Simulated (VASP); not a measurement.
# Zr (Im-3m) in VASP: notebook

Runs on Zr. Level: PBE. Tasks: electric field gradients.

All numbers are computed with VASP 6.6.1; they aren't measurements. Logs are shortened: lines on timing, memory, paths and dates and some standing lists are left out, and cuts for length are marked.

## Step 1: The cell of the first run

It takes space group Im-3m (No. 229, cubic). The conventional cell has a = 3.632 Å, b = 3.632 Å, c = 3.632 Å, α = 90.00°, β = 90.00°, γ = 90.00°. Zr (site symmetry m-3m) has 14 Zr at 3.15 to 3.63 Å within 4.1 Å.

This isn't the form of Zr at room conditions, which is hcp.

## Step 2: Electric field gradients, PBE (23.96 Å³/atom)

INCAR

```
ALGO = Normal
EDIFF = 1E-8
ENCUT = 400
GGA = PE
GGA_COMPAT = F
ISIF = 2
ISMEAR = -1
LASPH = T
LCHARG = F
LEFG = T
LREAL = F
LWAVE = F
NBANDS = 12
NELM = 120
PREC = Accurate
SIGMA = 0.08
```

KPOINTS

```
k-points
0
Gamma
  14 14 14
```

POSCAR

```
Zr
1.0
   -1.8160133332      1.8160133332      1.8160133332
    1.8160133332     -1.8160133332      1.8160133332
    1.8160133332      1.8160133332     -1.8160133332
Zr
1
Direct
    0.0000000000      0.0000000000      0.0000000000
```

Potentials or basis: VASP PAW PBE potentials, release 64 (Zr_sv).

Run with:

```bash
$ cat potpaw_PBE.64/Zr_sv/POTCAR > POTCAR
$ mpirun -np 1 vasp_std > vasp.out
```

OUTCAR:

```text
EDIFF = 1E-8
   ENCUT = 400
   GGA = PE
   ISIF = 2
   ISMEAR = -1
   LASPH = T
   LREAL = F
   NELM = 120
   PREC = Accurate

 ion  position               nearest neighbor table
   1  0.000  0.000  0.000-

  LATTYP: Found a body centered cubic cell.
 ALAT       =     3.6320266664

  Lattice vectors:

 A1 = (  -1.8160133332,   1.8160133332,   1.8160133332)
 A2 = (   1.8160133332,  -1.8160133332,   1.8160133332)
 A3 = (   1.8160133332,   1.8160133332,  -1.8160133332)

Analysis of symmetry for initial positions (statically):
=====================================================================
 Subroutine PRICEL returns:
 Original cell was already a primitive cell.

 Routine SETGRP: Setting up the symmetry group for a
 body centered cubic supercell.

 Subroutine GETGRP returns: Found 48 space group operations
 (whereof 48 operations were pure point group operations)
 out of a pool of 48 trial point group operations.

The static configuration has the point symmetry O_h .

Analysis of symmetry for dynamics (positions and initial velocities):
=====================================================================
 Subroutine PRICEL returns:
 Original cell was already a primitive cell.

 Routine SETGRP: Setting up the symmetry group for a
 body centered cubic supercell.

 Subroutine GETGRP returns: Found 48 space group operations
 (whereof 48 operations were pure point group operations)
 out of a pool of 48 trial point group operations.

The dynamic configuration has the point symmetry O_h .

 Subroutine INISYM returns: Found 48 space group operations
 (whereof 48 operations are pure point group operations),
 and found     1 'primitive' translations

----------------------------------------------------------------------------------------

                                     Primitive cell

  volume of cell :      23.9562

  direct lattice vectors                    reciprocal lattice vectors
    -1.816013333  1.816013333  1.816013333     0.000000000  0.275328375  0.275328375
     1.816013333 -1.816013333  1.816013333     0.275328375  0.000000000  0.275328375
     1.816013333  1.816013333 -1.816013333     0.275328375  0.275328375  0.000000000

  length of vectors
     3.145427360  3.145427360  3.145427360     0.389373122  0.389373122  0.389373122

  position of ions in fractional coordinates (direct lattice)
     0.000000000  0.000000000  0.000000000

  ion indices of the primitive-cell ions
   primitive index   ion index
                 1           1

----------------------------------------------------------------------------------------

 KPOINTS: k-points

Automatic generation of k-mesh.
 Grid dimensions read from file:
 generate k-points for:   14   14   14

 Generating k-lattice:

  Cartesian coordinates                     Fractional coordinates (reciprocal lattice)
     0.000000000  0.019666312  0.019666312     0.071428571  0.000000000  0.000000000
     0.019666312  0.000000000  0.019666312     0.000000000  0.071428571  0.000000000
     0.019666312  0.019666312  0.000000000     0.000000000  0.000000000  0.071428571

  Length of vectors
     0.027812366  0.027812366  0.027812366

  Shift w.r.t. Gamma in fractional coordinates (k-lattice)
     0.000000000  0.000000000  0.000000000

 Subroutine IBZKPT returns following result:
 ===========================================

 Found    104 irreducible k-points:

 Following reciprocal coordinates:
            Coordinates               Weight
  0.000000  0.000000  0.000000      1.000000
  0.071429  0.000000  0.000000     12.000000
  0.142857  0.000000  0.000000     12.000000
  0.214286  0.000000  0.000000     12.000000
  0.285714  0.000000  0.000000     12.000000
  0.357143  0.000000  0.000000     12.000000
[... 16 lines left out ...]
  0.285714  0.285714  0.000000     24.000000
  0.357143  0.285714  0.000000     24.000000
 [... further k-points ...]
   k-points           NKPTS =    104   k-points in BZ     NKDIM =    104   number of bands    NBANDS=     12
   number of dos      NEDOS =    301   number of ions     NIONS =      1
   total plane-waves  NPLWV =  13824
   dimension x,y,z NGX =    24 NGY =   24 NGZ =   24
   dimension x,y,z NGXF=    48 NGYF=   48 NGZF=   48
   ions per type =               1
   NGX,Y,Z   is equivalent  to a cutoff of  12.68, 12.68, 12.68 a.u.
   NGXF,Y,Z  is equivalent  to a cutoff of  25.37, 25.37, 25.37 a.u.
 SYSTEM =  unknown system
   PREC   = accura    normal or accurate (medium, high low for compatibility)
   ISTART =      0    job   : 0-new  1-cont  2-samecut
   ICHARG =      2    charge: 1-file 2-atom 10-const
   ISPIN  =      1    spin polarized calculation?
   LNONCOLLINEAR =      F non collinear calculations
   LSORBIT =      F    spin-orbit coupling
   LASPH  =      T    aspherical Exc in radial PAW
   ENCUT  =  400.0 eV  29.40 Ry    5.42 a.u.   5.13  5.13  5.13*2*pi/ulx,y,z
   NELM   =    120;   NELMIN=  2; NELMDL= -5     # of ELM steps
   EDIFF  = 0.1E-07   stopping-criterion for ELM
   LREAL  =      F    real-space projection
   EDIFFG = 0.1E-06   stopping-criterion for IOM
   NSW    =      0    number of steps for IOM
   IBRION =     -1    ionic relax: 0-MD 1-quasi-New 2-CG
   NFREE  =      0    steps in history (QN), initial steepest desc. (CG)
   ISIF   =      2    stress and relaxation
   ISYM   =      2    0-nonsym 1-usesym 2-fastsym
   POTIM  = 0.5000    time-step for ionic-motion
   TEBEG  =    0.0;   TEEND  =   0.0 temperature during run
   PSTRESS=    0.0 pullay stress
   NELECT =      12.0000    total number of electrons
   NUPDOWN=      -1.0000    fix difference up-down
   EMIN   =  10.00;   EMAX   =-10.00  energy-range for DOS
   EFERMI =   0.00;   METHOD = LEGACY
   ISMEAR =    -1;   SIGMA  =   0.08  broadening in eV -4-tet -1-fermi 0-gaus
   EFERMI_NEDOS =   21; number of points for ismear=-14 and -15
   IALGO  =     38    algorithm
   IMIX   =      4    mixing-type and parameters
     AMIX     =   0.40;   BMIX     =  1.00
     AMIX_MAG =   1.60;   BMIX_MAG =  1.00
  volume/ion in A,a.u.               =      23.96       161.66
  Fermi-wavevector in a.u.,A,eV,Ry     =   1.300158  2.456943 22.999444  1.690411
  Thomas-Fermi vector in A             =   2.431375
   LORBIT       =      0    0 simple, 1 ext, 2 COOP (PROOUT), +10 PAW based schemes
   GGA     = PE    functional components
   LHFCALC =     F    Hartree Fock is set to
   AEXX    =    0.0000 exact exchange contribution
   IVDW    =     0    specifies the selected vdW correction
   LEPSILON=     F    determine dielectric tensor
   LRPA    =     F    only Hartree local field effects (RPA)
 non-spin polarized calculation
  energy-cutoff  :      400.00
  volume of cell :       23.96
 maximum number of plane-waves:       466
 NGX is ok and might be reduce to    24
   NGX = 11   NGY = 11   NGZ = 11

 number of electron      12.0000000 magnetization

 Free energy of the ion-electron system (eV)
  ---------------------------------------------------
  ext. energy  EPLUGINS =         0.00000000
  ---------------------------------------------------
  free energy    TOTEN  =        -8.44169811 eV

  energy without entropy =       -8.39993839  energy(sigma->0) =       -8.42081825

 E-fermi :   8.4014     XC(G=0): -10.9479

 val. band max:        8.4007776182   @ k =   0.2143   0.2143   0.0000
 cond. band min:       8.4083802991   @ k =   0.2143   0.0714   0.0714
 fundamental gap:      0.0076026809
 Fermi energy:         8.4013720877

 k-point     1 :       0.0000    0.0000    0.0000
  band No.  band energies     occupation
      1     -40.1530      2.00000
      2     -17.7053      2.00000
      3     -17.7053      2.00000
      4     -17.7053      2.00000
      5       3.0833      2.00000
      6       9.5080      0.00000
      7       9.5080      0.00000
      8       9.5080      0.00000
      9      11.9015      0.00000
     10      11.9015      0.00000
     11      20.6938      0.00000
     12      20.6938      0.00000

 k-point     2 :       0.0714    0.0000    0.0000
  band No.  band energies     occupation
      1     -40.1465      2.00000
      2     -17.7517      2.00000
      3     -17.7196      2.00000
      4     -17.7056      2.00000
      5       3.2514      2.00000
      6       9.3971      0.00001
      7       9.4707      0.00000
      8       9.6697      0.00000
      9      11.7337      0.00000
     10      11.9009      0.00000
     11      20.8364      0.00000
     12      20.9967      0.00000
[... 316 lines left out ...]
 k-point    24 :       0.3571    0.2857    0.0000
  band No.  band energies     occupation
      1     -40.0031      2.00000
      2     -18.3783      2.00000
      3     -18.2431      2.00000
      4     -17.8141      2.00000
      5       7.0696      2.00000
      6       7.8689      1.99743
      7       8.2313      1.78678
      8      12.0507      0.00000
      9      12.4412      0.00000
     10      16.5895      0.00000
     11      17.0462      0.00000
     12      18.4618      0.00000

 [... further k-points ...]
[... 5 lines left out ...]
  --------------------------------------------------------------------------------------
  -------------------------------------------------------------------------------------
  Total       -0.5893722     -0.5893722     -0.5893722     -0.0000000     -0.0000000      0.0000000
  in kB      -39.4169601    -39.4169601    -39.4169601     -0.0000000     -0.0000000      0.0000000
  external PRESSURE =     -39.4169601 kB  Pullay stress =       0.0000000 kB

 VOLUME and BASIS-vectors are now :
 -----------------------------------------------------------------------------
  energy-cutoff  :      400.00
  volume of cell :       23.96
      direct lattice vectors                 reciprocal lattice vectors
    -1.816013333  1.816013333  1.816013333     0.000000000  0.275328375  0.275328375
     1.816013333 -1.816013333  1.816013333     0.275328375  0.000000000  0.275328375
     1.816013333  1.816013333 -1.816013333     0.275328375  0.275328375  0.000000000

 POSITION                                       TOTAL-FORCE (eV/Angst)
 -----------------------------------------------------------------------------------
      0.00000      0.00000      0.00000         0.000000      0.000000     -0.000000
 -----------------------------------------------------------------------------------
    total drift:                                0.000000      0.000000     -0.000000

  FREE ENERGIE OF THE ION-ELECTRON SYSTEM (eV)
  ---------------------------------------------------
  free  energy   TOTEN  =        -8.4416981057 eV

  energy  without entropy=       -8.3999383853  energy(sigma->0) =       -8.42081825

 Electric field gradients (V/A^2)
---------------------------------------------------------------------
 ion       V_xx      V_yy      V_zz      V_xy      V_xz      V_yz
---------------------------------------------------------------------
   1      -0.000    -0.000     0.000    -0.000    -0.000    -0.000
---------------------------------------------------------------------

 Electric field gradients after diagonalization (V/A^2)
 (convention: |V_zz| > |V_xx| > |V_yy|)
----------------------------------------------------------------------
 ion       V_xx      V_yy      V_zz     asymmetry (V_yy - V_xx)/ V_zz
----------------------------------------------------------------------
   1       0.000     0.000    -0.000       0.000
----------------------------------------------------------------------

           NMR quadrupolar parameters

 Cq : quadrupolar parameter    Cq=e*Q*V_zz/h
 eta: asymmetry parameters     (V_yy - V_xx)/ V_zz
 Q  : nuclear electric quadrupole moment in mb (millibarn)
----------------------------------------------------------------------
 ion       Cq(MHz)       eta       Q (mb)
----------------------------------------------------------------------
   1      -0.000       0.000       1.000
----------------------------------------------------------------------
```

Wall time 36 s (1 thread of Intel Xeon 8259CL, shared host); peak memory 0.15 GiB.

What came out:

| Property | Result |
| --- | --- |
| Free energy | -8.4417 eV |
| Pressure | -3.9 GPa |
| Band gap on the k mesh | zero (bands 6 and 7 overlap by 1.73 eV) |
| Largest electric field gradient by atom | zero within the noise of the run |

Caveat: the cell stands under tension.

## Step 3: Electric field gradients, PBE (24.19 Å³/atom)

This run uses another cell than the first one, of 24.19 Å³/atom.

INCAR

```
SYSTEM = Zr
PREC     = Accurate       ! precision mode
ENCUT    = 400            ! plane-wave cutoff, eV
EDIFF    = 1E-8           ! SCF threshold, eV
ISMEAR   = -1             ! smearing method
SIGMA    = 0.08           ! smearing width, eV
LREAL    = .FALSE.        ! projectors in reciprocal space
LASPH    = .TRUE.         ! aspherical terms in the spheres
NELM     = 120            ! most SCF steps
ALGO     = Normal         ! electronic algorithm
ISIF     = 2              ! what is computed and relaxed
LWAVE    = .FALSE.        ! write WAVECAR
LCHARG   = .FALSE.        ! write CHGCAR
GGA      = PE             ! functional
LEFG     = .TRUE.       
NBANDS   = 12             ! bands
GGA_COMPAT= .FALSE.
```

KPOINTS

```
regular mesh
0
G
  14 14 14
  0 0 0
```

POSCAR

```
Zr
1.0
   -1.8219871043      1.8219871043      1.8219871043
    1.8219871043     -1.8219871043      1.8219871043
    1.8219871043      1.8219871043     -1.8219871043
Zr
1
Direct
    0.0000000000      0.0000000000      0.0000000000
```

Potentials or basis: VASP PAW PBE potentials, release 64 (Zr_sv).

Run with:

```bash
$ cat potpaw_PBE.64/Zr_sv/POTCAR > POTCAR
$ mpirun -np 1 vasp_std > vasp.out
```

OUTCAR:

```text
SYSTEM = Zr
   PREC = Accurate
   ENCUT = 400
   EDIFF = 1E-8
   ISMEAR = -1
   LREAL = .FALSE.
   LASPH = .TRUE.
   NELM = 120
   ISIF = 2
   GGA = PE

 ion  position               nearest neighbor table
   1  0.000  0.000  0.000-

  LATTYP: Found a body centered cubic cell.
 ALAT       =     3.6439742086

  Lattice vectors:

 A1 = (  -1.8219871043,   1.8219871043,   1.8219871043)
 A2 = (   1.8219871043,  -1.8219871043,   1.8219871043)
 A3 = (   1.8219871043,   1.8219871043,  -1.8219871043)

Analysis of symmetry for initial positions (statically):
=====================================================================
 Subroutine PRICEL returns:
 Original cell was already a primitive cell.

 Routine SETGRP: Setting up the symmetry group for a
 body centered cubic supercell.

 Subroutine GETGRP returns: Found 48 space group operations
 (whereof 48 operations were pure point group operations)
 out of a pool of 48 trial point group operations.

The static configuration has the point symmetry O_h .

Analysis of symmetry for dynamics (positions and initial velocities):
=====================================================================
 Subroutine PRICEL returns:
 Original cell was already a primitive cell.

 Routine SETGRP: Setting up the symmetry group for a
 body centered cubic supercell.

 Subroutine GETGRP returns: Found 48 space group operations
 (whereof 48 operations were pure point group operations)
 out of a pool of 48 trial point group operations.

The dynamic configuration has the point symmetry O_h .

 Subroutine INISYM returns: Found 48 space group operations
 (whereof 48 operations are pure point group operations),
 and found     1 'primitive' translations

[... 154 lines left out ...]
      6       9.3964      0.00000
      7       9.3964      0.00000
      8       9.3964      0.00000
      9      11.7640      0.00000
     10      11.7640      0.00000
     11      20.5551      0.00000
     12      20.5551      0.00000
[... 331 lines left out ...]
 k-point    24 :       0.3571    0.2857    0.0000
  band No.  band energies     occupation
      1     -40.1367      2.00000
      2     -18.4968      2.00000
      3     -18.3658      2.00000
      4     -17.9505      2.00000
      5       6.9799      2.00000
      6       7.7682      1.99727
      7       8.1206      1.79874
      8      11.9083      0.00000
      9      12.2924      0.00000
     10      16.3878      0.00000
     11      16.8436      0.00000
     12      18.2512      0.00000

 [... further k-points ...]
[... 5 lines left out ...]
  --------------------------------------------------------------------------------------
  -------------------------------------------------------------------------------------
  Total       -0.7047234     -0.7047234     -0.7047234      0.0000000     -0.0000000      0.0000000
  in kB      -46.6695267    -46.6695267    -46.6695267      0.0000000     -0.0000000      0.0000000
  external PRESSURE =     -46.6695267 kB  Pullay stress =       0.0000000 kB

 VOLUME and BASIS-vectors are now :
 -----------------------------------------------------------------------------
  energy-cutoff  :      400.00
  volume of cell :       24.19
      direct lattice vectors                 reciprocal lattice vectors
    -1.821987104  1.821987104  1.821987104     0.000000000  0.274425653  0.274425653
     1.821987104 -1.821987104  1.821987104     0.274425653  0.000000000  0.274425653
     1.821987104  1.821987104 -1.821987104     0.274425653  0.274425653  0.000000000

 POSITION                                       TOTAL-FORCE (eV/Angst)
 -----------------------------------------------------------------------------------
      0.00000      0.00000      0.00000         0.000000     -0.000000     -0.000000
 -----------------------------------------------------------------------------------
    total drift:                                0.000000      0.000000      0.000000

  FREE ENERGIE OF THE ION-ELECTRON SYSTEM (eV)
  ---------------------------------------------------
  free  energy   TOTEN  =        -8.4356593212 eV

  energy  without entropy=       -8.3931541865  energy(sigma->0) =       -8.41440675

 Electric field gradients (V/A^2)
---------------------------------------------------------------------
 ion       V_xx      V_yy      V_zz      V_xy      V_xz      V_yz
---------------------------------------------------------------------
   1      -0.000    -0.000     0.000    -0.000    -0.000    -0.000
---------------------------------------------------------------------

 Electric field gradients after diagonalization (V/A^2)
 (convention: |V_zz| > |V_xx| > |V_yy|)
----------------------------------------------------------------------
 ion       V_xx      V_yy      V_zz     asymmetry (V_yy - V_xx)/ V_zz
----------------------------------------------------------------------
   1       0.000     0.000    -0.000       0.000
----------------------------------------------------------------------

           NMR quadrupolar parameters

 Cq : quadrupolar parameter    Cq=e*Q*V_zz/h
 eta: asymmetry parameters     (V_yy - V_xx)/ V_zz
 Q  : nuclear electric quadrupole moment in mb (millibarn)
----------------------------------------------------------------------
 ion       Cq(MHz)       eta       Q (mb)
----------------------------------------------------------------------
   1      -0.000       0.000       1.000
----------------------------------------------------------------------
```

stdout:

```text
POSCAR found type information on POSCAR Zr
 POSCAR found :  1 types and       1 ions
 scaLAPACK will be used
 LDA part: xc-table for (Slater+PW92), standard interpolation
 POSCAR, INCAR and KPOINTS ok, starting setup
 FFT: planning ... GRIDC
 FFT: planning ... GRID_SOFT
 FFT: planning ... GRID
 WAVECAR not read
 entering main loop
ion   1
```

Run time: 37 s. Hardware: 1 thread of Intel Xeon 8259CL, shared host; peak memory 0.15 GiB.

What came out:

| Item | Value |
| --- | --- |
| Free energy | -8.4357 eV |
| Pressure | -4.7 GPa |
| Band gap on the k mesh | zero (bands 6 and 7 overlap by 1.71 eV) |
| Largest electric field gradient by atom | zero within the noise of the run |

Levels at points of the mesh, in eV from the Fermi level:
| k point | band 2 | band 3 | band 4 | band 5 | band 6 | band 7 | band 8 | band 9 | band 10 | band 11 |
| --- | --- | --- | --- | --- | --- | --- | --- | --- | --- | --- |
| (0.00, 0.00, 0.00) | -26.14 | -26.14 | -26.14 | -5.30 | 1.10 | 1.10 | 1.10 | 3.47 | 3.47 | 12.26 |
| (0.50, 0.00, 0.00) | -26.99 | -26.41 | -26.15 | -2.67 | -0.60 | 1.44 | 3.44 | 4.08 | 6.01 | 9.76 |
| (0.50, 0.50, 0.50) | -26.73 | -26.73 | -26.73 | -2.38 | -2.38 | 5.38 | 5.38 | 5.38 | 7.12 | 7.12 |

Caveat: the cell stands under tension.

(Continued in part 2 of 2.)
